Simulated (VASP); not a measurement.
LiCl, 2 atoms in the cell. The structure is cubic, space group Fm-3m (No. 225). The conventional cell has a = 4.990 Å, b = 4.990 Å, c = 4.990 Å, α = 90.00°, β = 90.00°, γ = 90.00°. Cl (site symmetry m-3m) has 6 Li at 2.49 Å within 3.3 Å. Li (site symmetry m-3m) has 6 Cl at 2.49 Å within 3.3 Å. 

- Program: VASP 6.6.1
- Task: single point
- Functional: BLYP
- Dispersion: D3(BJ)
- Potentials or basis: VASP PAW PBE potentials, release 64 (Cl, Li_sv)
- Cutoff: 520 eV
- k mesh: 9 × 9 × 9
- Occupations: fermi-dirac, width 0.05 eV
- Spin: no spin polarisation
- Dipole correction: no
- Further INCAR settings: ALGO = Normal; EDIFF = 1e-07; NBANDS = 12

Potentials or basis: VASP PAW PBE potentials, release 64 (Cl, Li_sv).

Run with:

```sh
$ cat potpaw_PBE.64/Cl/POTCAR potpaw_PBE.64/Li_sv/POTCAR > POTCAR
$ mpirun -np 1 vasp_std > vasp.out
```

Hardware: 1 thread of Intel(R) Xeon(R) 6975P-C (Granite Rapids), with other jobs on the host.

How long does it take, and how much memory?

Wall time 15 s on 1 thread of Intel(R) Xeon(R) 6975P-C (Granite Rapids) (shared host), peak memory 0.16 GiB. Counts: scf iterations 14, k points 35.
